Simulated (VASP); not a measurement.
Wanted: the native input for a VASP 6.6.1 run.

```yaml
Task: single point
Functional: PBE
Potentials_or_basis: VASP PAW PBE potentials, release 64 (Lu, Sc_sv, Se)
Cutoff: 520 eV
k_mesh: 4 × 4 × 4
Occupations: gaussian, width 0.1 eV
Spin: no spin polarisation
Dipole_correction: no
Further_INCAR_settings: ALGO = Normal; EDIFF = 1e-06; NBANDS = 54
```

The structure of LuSc4Se3 lies in POSCAR:

```
LuSc4Se3
1.0
    5.6364234420      0.0000000000      0.0000000000
    0.0000000000      5.6364234420      0.0000000000
    0.0000000000      0.0000000000      5.6364234420
Lu Sc Se
1 4 3
Direct
    0.0000000000      0.0000000000      0.0000000000
    0.5000000000      0.0000000000      0.0000000000
    0.0000000000      0.5000000000      0.0000000000
    0.0000000000      0.0000000000      0.5000000000
    0.5000000000      0.5000000000      0.5000000000
    0.0000000000      0.5000000000      0.5000000000
    0.5000000000      0.0000000000      0.5000000000
    0.5000000000      0.5000000000      0.0000000000
```

One way to write it, as run:

INCAR

```
  PREC = Accurate
  ENCUT = 520
  EDIFF = 1E-6
  ISMEAR = 0
  SIGMA = 0.1
  LREAL = False
  LASPH = True
  NELM = 60
  ALGO = Normal
  ISIF = 2
  LWAVE = False
  LCHARG = False
  GGA = PE
  NBANDS = 54
```

KPOINTS

```
regular mesh
0
Gamma
  4 4 4
```

Potentials or basis: VASP PAW PBE potentials, release 64 (Lu, Sc_sv, Se).

The run is started by

```bash
$ cat potpaw_PBE.64/Lu/POTCAR potpaw_PBE.64/Sc_sv/POTCAR potpaw_PBE.64/Se/POTCAR > POTCAR
$ mpirun -np 1 vasp_std > vasp.out
```

Results of the run:

| Item | Value |
| --- | --- |
| Pressure | 0.3 GPa |

It took 2.3 min on 1 thread of Intel(R) Xeon(R) Platinum 8488C (Sapphire Rapids), with other jobs on the host, peak memory 0.3 GiB.
